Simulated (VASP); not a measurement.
# Ru (P6_3/mmc) in VASP: further runs, part 2 of 2

VASP 6.6.1.

## 5. Single point, PBEsol

This run uses another cell than the first one, of the same volume but with other edges.

Input file INCAR:

```
PREC = Accurate ; ENCUT = 520
EDIFF = 1E-6 ; ISMEAR = 0
SIGMA = 0.15 ; LREAL = False
LASPH = True ; NELM = 80
ALGO = Fast ; ISIF = 2
LWAVE = False ; LCHARG = True
GGA = PS ; LELF = True
LVHAR = True ; NBANDS = 21
```

Input file KPOINTS:

```
regular mesh
0
Gamma
  30 30 16
```

Input file POSCAR:

```
Ru
1.0
    2.6054207177      0.0000000000      0.0000000000
   -1.3027103588      2.2563605291      0.0000000000
    0.0000000000      0.0000000000      4.5308564778
Ru
2
Direct
    0.3333333333      0.6666666667      0.2500000000
    0.6666666667      0.3333333333      0.7500000000
```

Potentials or basis: VASP PAW PBE potentials, release 64 (Ru_pv).

Started as:

```console
$ cat potpaw_PBE.64/Ru_pv/POTCAR > POTCAR
$ mpirun -np 1 vasp_std > vasp.out
```

OUTCAR:

```text
PREC = Accurate
   ENCUT = 520
   EDIFF = 1E-6
   ISMEAR = 0
   LREAL = False
   LASPH = True
   NELM = 80
   ISIF = 2
   GGA = PS

 ion  position               nearest neighbor table
   1  0.333  0.667  0.250-   2 2.72   2 2.72   2 2.72   2 2.72   2 2.72   2 2.72
   2  0.667  0.333  0.750-   1 2.72   1 2.72   1 2.72   1 2.72   1 2.72   1 2.72

  LATTYP: Found a hexagonal cell.
 ALAT       =     2.6054207177
 C/A-ratio  =     1.7390114568

  Lattice vectors:

 A1 = (   2.6054207177,   0.0000000000,   0.0000000000)
 A2 = (  -1.3027103588,   2.2563605291,   0.0000000000)
 A3 = (   0.0000000000,   0.0000000000,   4.5308564778)

Analysis of symmetry for initial positions (statically):
=====================================================================
 Subroutine PRICEL returns:
 Original cell was already a primitive cell.

 Routine SETGRP: Setting up the symmetry group for a
 hexagonal supercell.

 Subroutine GETGRP returns: Found 24 space group operations
 (whereof 12 operations were pure point group operations)
 out of a pool of 24 trial point group operations.

The static configuration has the point symmetry D_3d.
 The point group associated with its full space group is D_6h.

Analysis of symmetry for dynamics (positions and initial velocities):
=====================================================================
 Subroutine PRICEL returns:
 Original cell was already a primitive cell.

 Routine SETGRP: Setting up the symmetry group for a
 hexagonal supercell.

 Subroutine GETGRP returns: Found 24 space group operations
 (whereof 12 operations were pure point group operations)
 out of a pool of 24 trial point group operations.

The dynamic configuration has the point symmetry D_3d.
 The point group associated with its full space group is D_6h.

 Subroutine INISYM returns: Found 24 space group operations
 (whereof 12 operations are pure point group operations),
 and found     1 'primitive' translations

[... 108 lines left out ...]
   EFERMI =   0.00;   METHOD = LEGACY
   ISMEAR =     0;   SIGMA  =   0.15  broadening in eV -4-tet -1-fermi 0-gaus
   EFERMI_NEDOS =   21; number of points for ismear=-14 and -15
   IALGO  =     68    algorithm
   IMIX   =      4    mixing-type and parameters
     AMIX     =   0.40;   BMIX     =  1.00
     AMIX_MAG =   1.60;   BMIX_MAG =  1.00
  volume/ion in A,a.u.               =      13.32        89.87
  Fermi-wavevector in a.u.,A,eV,Ry     =   1.664582  3.145605 37.699491  2.770834
  Thomas-Fermi vector in A             =   2.751101
   LORBIT       =      0    0 simple, 1 ext, 2 COOP (PROOUT), +10 PAW based schemes
   GGA     = PS    functional components
   LHFCALC =     F    Hartree Fock is set to
   AEXX    =    0.0000 exact exchange contribution
   IVDW    =     0    specifies the selected vdW correction
   LEPSILON=     F    determine dielectric tensor
   LRPA    =     F    only Hartree local field effects (RPA)
 non-spin polarized calculation
 RMM-DIIS sequential band-by-band and
 Gauss-broadening in eV      SIGMA  =   0.15
  energy-cutoff  :      520.00
  volume of cell :       26.64
 maximum number of plane-waves:       735
 NGX is ok and might be reduce to    20

 number of electron      27.9999999 magnetization

 Free energy of the ion-electron system (eV)
  ---------------------------------------------------
  ext. energy  EPLUGINS =         0.00000000
  ---------------------------------------------------
  free energy    TOTEN  =       -20.09104788 eV

  energy without entropy =      -20.07329829  energy(sigma->0) =      -20.08217309

 E-fermi :  13.0619     XC(G=0): -14.3957

 val. band max:       13.0616117716   @ k =   0.1000   0.1000   0.3750
 cond. band min:      13.0633251728   @ k =   0.2667   0.0000   0.3125
 fundamental gap:      0.0017134011
 Fermi energy:        13.0619054434

 k-point     1 :       0.0000    0.0000    0.0000
  band No.  band energies     occupation
      1     -30.4739      2.00000
      2     -29.4957      2.00000
      3     -29.4697      2.00000
      4     -29.4697      2.00000
      5     -29.3627      2.00000
      6     -29.3627      2.00000
[... 565 lines left out ...]
     20      23.3469      0.00000
     21      23.3519      0.00000

 [... further k-points ...]
[... 5 lines left out ...]
  --------------------------------------------------------------------------------------
  -------------------------------------------------------------------------------------
  Total        3.1145888      3.1145888     -4.8917478      0.0000000      0.0000000      0.0000000
  in kB      187.3460942    187.3460942   -294.2442440      0.0000000      0.0000000      0.0000000
  external PRESSURE =      26.8159815 kB  Pullay stress =       0.0000000 kB

 VOLUME and BASIS-vectors are now :
 -----------------------------------------------------------------------------
  energy-cutoff  :      520.00
  volume of cell :       26.64
      direct lattice vectors                 reciprocal lattice vectors
     2.605420718  0.000000000  0.000000000     0.383815172  0.221595793  0.000000000
    -1.302710359  2.256360529  0.000000000     0.000000000  0.443191585  0.000000000
     0.000000000  0.000000000  4.530856478     0.000000000  0.000000000  0.220708823

 POSITION                                       TOTAL-FORCE (eV/Angst)
 -----------------------------------------------------------------------------------
     -0.00000      1.50424      1.13271        -0.000000     -0.000000      0.000000
      1.30271      0.75212      3.39814         0.000000      0.000000      0.000000
 -----------------------------------------------------------------------------------
    total drift:                               -0.000000      0.000000     -0.000000

  FREE ENERGIE OF THE ION-ELECTRON SYSTEM (eV)
  ---------------------------------------------------
  free  energy   TOTEN  =       -20.0910478826 eV

  energy  without entropy=      -20.0732982884  energy(sigma->0) =      -20.08217309
```

Wall time 9.4 min (1 thread of Intel Xeon 8259CL, shared host); peak memory 0.44 GiB.

Results:

```yaml
Free_energy: -20.0910 eV
Pressure: 2.7 GPa
Band_gap_on_the_k_mesh: zero (band 14 reaches 14.75 eV, above the bottom of band 15 at 11.68 eV)
```

Stress tensor (GPa, compression positive):
```
 18.73   0.00   0.00
  0.00  18.73   0.00
  0.00   0.00 -29.42
```

Caveat: the PAW data sets were made with another functional, which shifts forces and pressure a little.

## 6. Overview

```csv
cell,gap on the mesh (eV),pressure (GPa)
"a = 2.839, b = 2.839, c = 3.815 Å, angles 90.0, 90.0, 120.0°, 2 atoms",none,11.5
"a = 2.531, b = 2.531, c = 4.801 Å, angles 90.0, 90.0, 120.0°, 2 atoms",none,12.1
"a = 2.765, b = 2.765, c = 4.022 Å, angles 90.0, 90.0, 120.0°, 2 atoms",none,3.8
"a = 2.605, b = 2.605, c = 4.531 Å, angles 90.0, 90.0, 120.0°, 2 atoms",none,2.7
```

Alike in all rows: task single point; level PBEsol; potentials or basis VASP PAW PBE potentials, release 64 (Ru_pv); no spin polarisation; k mesh 30 × 30 × 16; cutoff (eV) 520; smearing gaussian 0.15 eV.

Caveats: the PAW data sets were made with another functional, which shifts forces and pressure a little.

Total energies depend on the potentials used, so only differences within one code and one set of settings carry meaning.
